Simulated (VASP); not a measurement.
# Ga7P8 (a cell with a defect) in VASP: further runs, part 2 of 2

VASP 6.6.1.

## Step 3: Single point, PBE, collinear spin (atoms taken out, then relaxed in part)

The input, INCAR:

```
ALGO     = Normal         # electronic algorithm
EDIFF    = 1E-6           # SCF threshold, eV
ENCUT    = 520            # plane-wave cutoff, eV
GGA      = PE             # functional
ISIF     = 2              # what is computed and relaxed
ISMEAR   = 0              # smearing method
ISPIN    = 2              # spin polarisation
LASPH    = T              # aspherical terms in the spheres
LCHARG   = T              # write CHGCAR
LELF     = T              # ELF
LORBIT   = 11             # projections on sites
LREAL    = Auto         
LVHAR    = T            
LWAVE    = F              # write WAVECAR
MAGMOM   = 0 0 0 0 0 0 0 0.25 0 0 0 0.25 0.25 0.25 0 # initial moments
NBANDS   = 82             # bands
NELM     = 150            # most SCF steps
PREC     = Accurate       # precision mode
SIGMA    = 0.01           # smearing width, eV
```

The input, KPOINTS:

```
k-points
0
Gamma
  3 3 3
```

The input, POSCAR:

```
Ga7P8
1.0
    0.0000000000      5.5051169776     -5.5051169776
    5.5051169776      5.5051169776      0.0000000000
    5.5051169776      0.0000000000     -5.5051169776
Ga P
7 8
Direct
    0.4988882187      0.0011117813     -0.0011117813
    1.0011117813      0.4988882187     -0.0011117813
    1.0011117813      0.0011117813     -0.0011117813
    0.4988882187      0.4988882187      0.5011117813
    0.4988882187      0.0011117813      0.5011117813
    1.0011117813      0.4988882187      0.5011117813
    1.0000000000      0.0000000000      0.5000000000
    0.3766764627      0.3766764627      0.3699706119
    0.3755972662      0.8748009113      0.3748009113
    0.8748009113      0.3755972662      0.3748009113
    0.8748009113      0.8748009113      0.3748009113
    0.3766764627      0.3766764627      0.8766764627
    0.3766764627      0.8699706119      0.8766764627
    0.8699706119      0.3766764627      0.8766764627
    0.8748009113      0.8748009113      0.8755972662
```

Potentials or basis: VASP PAW PBE potentials, release 64 (Ga_d, P).

Run with:

```console
> cat potpaw_PBE.64/Ga_d/POTCAR potpaw_PBE.64/P/POTCAR > POTCAR
> mpirun -np 1 vasp_std > vasp.out
```

OUTCAR:

```text
EDIFF = 1E-6
   ENCUT = 520
   GGA = PE
   ISIF = 2
   ISMEAR = 0
   ISPIN = 2
   LASPH = T
   LORBIT = 11
   LREAL = Auto
   NELM = 150
   PREC = Accurate

 ion  position               nearest neighbor table
   1  0.499  0.001  0.999-  12 2.39  13 2.39   9 2.39  15 2.39
   2  0.001  0.499  0.999-  12 2.39  14 2.39  10 2.39  15 2.39
   3  0.001  0.001  0.999-  13 2.39  14 2.39  15 2.39  11 2.39
   4  0.499  0.499  0.501-  12 2.39   8 2.39  10 2.39   9 2.39
   5  0.499  0.001  0.501-   8 2.39  13 2.39   9 2.39  11 2.39
   6  0.001  0.499  0.501-   8 2.39  14 2.39  10 2.39  11 2.39
   7  0.000  0.000  0.500-  11 2.39  10 2.39   9 2.39  15 2.39
   8  0.377  0.377  0.370-   5 2.39   6 2.39   4 2.39
   9  0.376  0.875  0.375-   7 2.39   5 2.39   1 2.39   4 2.39
  10  0.875  0.376  0.375-   7 2.39   6 2.39   2 2.39   4 2.39
  11  0.875  0.875  0.375-   7 2.39   6 2.39   3 2.39   5 2.39
  12  0.377  0.377  0.877-   1 2.39   2 2.39   4 2.39
  13  0.377  0.870  0.877-   3 2.39   5 2.39   1 2.39
  14  0.870  0.377  0.877-   3 2.39   6 2.39   2 2.39
  15  0.875  0.875  0.876-   7 2.39   3 2.39   1 2.39   2 2.39

  LATTYP: Found a face centered cubic cell.
 ALAT       =    11.0102339552

  Lattice vectors:

 A1 = (   0.0000000000,   5.5051169776,  -5.5051169776)
 A2 = (   5.5051169776,   5.5051169776,   0.0000000000)
 A3 = (   5.5051169776,   0.0000000000,  -5.5051169776)

Analysis of symmetry for initial positions (statically):
=====================================================================
 Subroutine PRICEL returns:
 Original cell was already a primitive cell.

 Routine SETGRP: Setting up the symmetry group for a
 face centered cubic supercell.

 Subroutine GETGRP returns: Found 24 space group operations
 (whereof  4 operations were pure point group operations)
[... 845 lines left out ...]
  -------------------------------------------------------------------------------------
  Total       -3.5437394     -3.5437394     -3.5437394      0.0000000      0.0000000      0.0000000
  in kB      -17.0154212    -17.0154212    -17.0154212      0.0000000      0.0000000      0.0000000
  external PRESSURE =     -17.0154212 kB  Pullay stress =       0.0000000 kB

 VOLUME and BASIS-vectors are now :
 -----------------------------------------------------------------------------
  energy-cutoff  :      520.00
  volume of cell :      333.68
      direct lattice vectors                 reciprocal lattice vectors
     0.000000000  5.505116978 -5.505116978    -0.090824591  0.090824591 -0.090824591
     5.505116978  5.505116978  0.000000000     0.090824591  0.090824591  0.090824591
     5.505116978  0.000000000 -5.505116978     0.090824591 -0.090824591 -0.090824591

 POSITION                                       TOTAL-FORCE (eV/Angst)
 -----------------------------------------------------------------------------------
      5.50512      2.75256     -8.24543         0.000000      0.000000      0.023729
      8.24543      2.75256     -5.50512        -0.023729      0.000000     -0.000000
      5.50512      0.01224     -5.50512         0.000000      0.023729     -0.000000
      5.50512      5.49288     -5.50512         0.000000     -0.023729     -0.000000
      2.76480      2.75256     -5.50512         0.023729      0.000000     -0.000000
      5.50512      2.75256     -2.76480         0.000000      0.000000     -0.023729
      2.75256      0.00000     -2.75256         0.000000      0.000000     -0.000000
      4.11038      4.14730     -4.11038        -0.022520      0.022520      0.022520
      6.87920      6.88359     -4.13103         0.006517     -0.006517      0.006517
      4.13103      6.88359     -6.87920        -0.006517     -0.006517     -0.006517
      6.87920      9.63176     -6.87920         0.006517      0.006517     -0.006517
      6.89985      4.14730     -6.89985         0.022520      0.022520     -0.022520
      9.61550      6.86294     -6.89985        -0.022520     -0.022520     -0.022520
      6.89985      6.86294     -9.61550         0.022520     -0.022520      0.022520
      9.63615      9.63176     -9.63615        -0.006517      0.006517      0.006517
 -----------------------------------------------------------------------------------
    total drift:                               -0.000013     -0.000013      0.000013

  FREE ENERGIE OF THE ION-ELECTRON SYSTEM (eV)
  ---------------------------------------------------
  free  energy   TOTEN  =       -66.0844334417 eV

  energy  without entropy=      -66.0832071402  energy(sigma->0) =      -66.08382029

 total charge

# of ion       s       p       d       tot
------------------------------------------
    1        0.865   0.805  10.001  11.671
    2        0.865   0.805  10.001  11.671
    3        0.865   0.805  10.001  11.671
    4        0.865   0.805  10.001  11.671
    5        0.865   0.805  10.001  11.671
    6        0.865   0.805  10.001  11.671
    7        0.859   0.814  10.004  11.676
    8        1.069   1.382   0.000   2.451
    9        1.025   1.496   0.000   2.522
   10        1.025   1.496   0.000   2.522
   11        1.025   1.496   0.000   2.522
   12        1.069   1.382   0.000   2.451
   13        1.069   1.382   0.000   2.451
   14        1.069   1.382   0.000   2.451
   15        1.025   1.496   0.000   2.522
--------------------------------------------------
tot         14.425  17.157  70.008 101.590

 magnetization (x)

# of ion       s       p       d       tot
------------------------------------------
    1       -0.000   0.000   0.001   0.000
    2       -0.000   0.000   0.001   0.000
    3       -0.000   0.000   0.001   0.000
    4       -0.000   0.000   0.001   0.000
    5       -0.000   0.000   0.001   0.000
    6       -0.000   0.000   0.001   0.000
    7        0.000   0.000  -0.000  -0.000
    8        0.001   0.022   0.000   0.024
    9       -0.000  -0.001   0.000  -0.001
   10       -0.000  -0.001   0.000  -0.001
   11       -0.000  -0.001   0.000  -0.001
   12        0.001   0.022   0.000   0.024
   13        0.001   0.022   0.000   0.024
   14        0.001   0.022   0.000   0.024
   15       -0.000  -0.001   0.000  -0.001
--------------------------------------------------
tot          0.003   0.086   0.003   0.092
```

OSZICAR:

```text
N       E                     dE             d eps       ncg     rms          rms(c)
DAV:   1     0.136308383097E+04    0.13631E+04   -0.55858E+04  1444   0.225E+03
DAV:   2     0.226423627863E+03   -0.11367E+04   -0.10815E+04  1344   0.659E+02
DAV:   3    -0.428603204583E+02   -0.26928E+03   -0.25519E+03  1624   0.208E+02
DAV:   4    -0.661718708689E+02   -0.23312E+02   -0.22623E+02  1556   0.590E+01
DAV:   5    -0.675303500780E+02   -0.13585E+01   -0.13517E+01  1936   0.149E+01    0.108E+01
DAV:   6    -0.661930773337E+02    0.13373E+01   -0.28775E+00  1912   0.128E+01    0.645E+00
DAV:   7    -0.660765898753E+02    0.11649E+00   -0.14134E+00  1602   0.387E+00    0.249E+00
DAV:   8    -0.660791372736E+02   -0.25474E-02   -0.22959E-01  1608   0.447E+00    0.106E+00
DAV:   9    -0.660836313431E+02   -0.44941E-02   -0.40053E-02  1628   0.158E+00    0.337E-01
DAV:  10    -0.660836188281E+02    0.12515E-04   -0.73427E-03  1880   0.561E-01    0.135E-01
DAV:  11    -0.660841221906E+02   -0.50336E-03   -0.22960E-03  1518   0.305E-01    0.706E-02
DAV:  12    -0.660843444182E+02   -0.22223E-03   -0.36345E-04  1616   0.193E-01    0.400E-02
DAV:  13    -0.660844066923E+02   -0.62274E-04   -0.10060E-04  1484   0.131E-01    0.210E-02
DAV:  14    -0.660844291629E+02   -0.22471E-04   -0.57150E-05  1888   0.422E-02    0.723E-03
DAV:  15    -0.660844328534E+02   -0.36905E-05   -0.50664E-06  1296   0.132E-02    0.386E-03
DAV:  16    -0.660844334417E+02   -0.58830E-06   -0.14578E-06  1024   0.802E-03
   1 F= -.66084433E+02 E0= -.66083820E+02  d E =-.122630E-02  mag=     0.1852
```

Wall time 7.6 min (1 thread of AMD EPYC 9R45 (Zen 5), shared host); peak memory 0.66 GiB.

Results:

```yaml
Free_energy: -66.0844 eV
Pressure: -1.7 GPa
Largest_force: 0.039 eV/Å
Net_moment: 0.19 μB per cell
Site_moments: Ga +0.00, -0.00 (each value once); P +0.02, -0.00 (each value once) μB
Valence_electrons_inside_the_program's_atomic_spheres: Ga 11.67, 11.68 (each value once); P 2.45, 2.52 (each value once)
```

Forces on the atoms (eV/Å):
```
Ga   0.000  0.000  0.024
Ga  -0.024  0.000  0.000
Ga   0.000  0.024  0.000
Ga   0.000 -0.024  0.000
Ga   0.024  0.000  0.000
Ga   0.000  0.000 -0.024
Ga   0.000  0.000  0.000
P   -0.023  0.023  0.023
P    0.007 -0.007  0.007
P   -0.007 -0.007 -0.007
P    0.007  0.007 -0.007
P    0.023  0.023 -0.023
P   -0.023 -0.023 -0.023
P    0.023 -0.023  0.023
P   -0.007  0.007  0.007
```

Caveat: the cell differs from its parent crystal (atoms taken out, then relaxed in part).

## Step 4: Single point, PBE, collinear spin (atoms taken out, then relaxed in part)

The input, INCAR:

```
ALGO = Normal
EDIFF = 1E-6
ENCUT = 520
GGA = PE
ISIF = 2
ISMEAR = 0
ISPIN = 2
LASPH = True
LCHARG = False
LORBIT = 11
LREAL = Auto
LWAVE = False
MAGMOM = 0 0 0 0 0 0 0 0.5 0 0 0 0.5 0.5 0.5 0
NBANDS = 82
NELECT = 132.0
NELM = 150
PREC = Accurate
SIGMA = 0.01
```

KPOINTS is that of step 3.

The input, POSCAR:

```
Ga7P8
1.0
    0.0000000000      5.5051169776     -5.5051169776
    5.5051169776      5.5051169776      0.0000000000
    5.5051169776      0.0000000000     -5.5051169776
Ga P
7 8
Direct
    0.4948041109      0.0051958891     -0.0051958891
    1.0051958891      0.4948041109     -0.0051958891
    1.0051958891      0.0051958891     -0.0051958891
    0.4948041109      0.4948041109      0.5051958891
    0.4948041109      0.0051958891      0.5051958891
    1.0051958891      0.4948041109      0.5051958891
    1.0000000000      0.0000000000      0.5000000000
    0.3804512509      0.3804512509      0.3586462472
    0.3769553887      0.8743482038      0.3743482038
    0.8743482038      0.3769553887      0.3743482038
    0.8743482038      0.8743482038      0.3743482038
    0.3804512509      0.3804512509      0.8804512509
    0.3804512509      0.8586462472      0.8804512509
    0.8586462472      0.3804512509      0.8804512509
    0.8743482038      0.8743482038      0.8769553887
```

Run with:

```console
> cat potpaw_PBE.64/Ga_d/POTCAR potpaw_PBE.64/P/POTCAR > POTCAR
> mpirun -np 1 vasp_std > vasp.out
```

Run time: 5.5 min. Hardware: 1 thread of AMD EPYC 9R45 (Zen 5), shared host; peak memory 0.67 GiB.

It converged, with:

```yaml
Free_energy: -62.2948 eV
Largest_force: 0.018 eV/Å
Net_moment: 1.19 μB per cell
Site_moments: Ga +0.01, +0.00 (each value once); P +0.14, +0.00 (each value once) μB
Valence_electrons_inside_the_program's_atomic_spheres: Ga 11.68, 11.69 (each value once); P 2.48, 2.53 (each value once)
```

Forces in eV/Å, atoms in the order of the input:
```
Ga   0.000  0.000  0.018
Ga  -0.018  0.000  0.000
Ga   0.000  0.018  0.000
Ga   0.000 -0.018  0.000
Ga   0.018  0.000  0.000
Ga   0.000  0.000 -0.018
Ga   0.000  0.000  0.000
P    0.006 -0.006 -0.006
P   -0.002  0.002 -0.002
P    0.002  0.002  0.002
P   -0.002 -0.002  0.002
P   -0.006 -0.006  0.006
P    0.006  0.006  0.006
P   -0.006  0.006 -0.006
P    0.002 -0.002 -0.002
```

Levels at points of the mesh, in eV from the Fermi level:
Spin up:
```tsv
k point	band 65	band 66	band 67	band 68	band 69	band 70
(0.00, 0.00, 0.00)	0.22	0.22	0.22	1.45	1.45	1.45
```
Spin down:
```tsv
k point	band 62	band 63	band 64	band 65	band 66	band 67	band 68	band 69
(0.00, 0.00, 0.00)	-0.51	-0.51	-0.51	0.52	0.52	0.52	1.47	1.47
```

Caveat: the cell carries a net charge on a neutralising background, which shifts energy and pressure; the cell differs from its parent crystal (atoms taken out, then relaxed in part); the cell is charged against a uniform background, so pressure and absolute levels hang on convention.
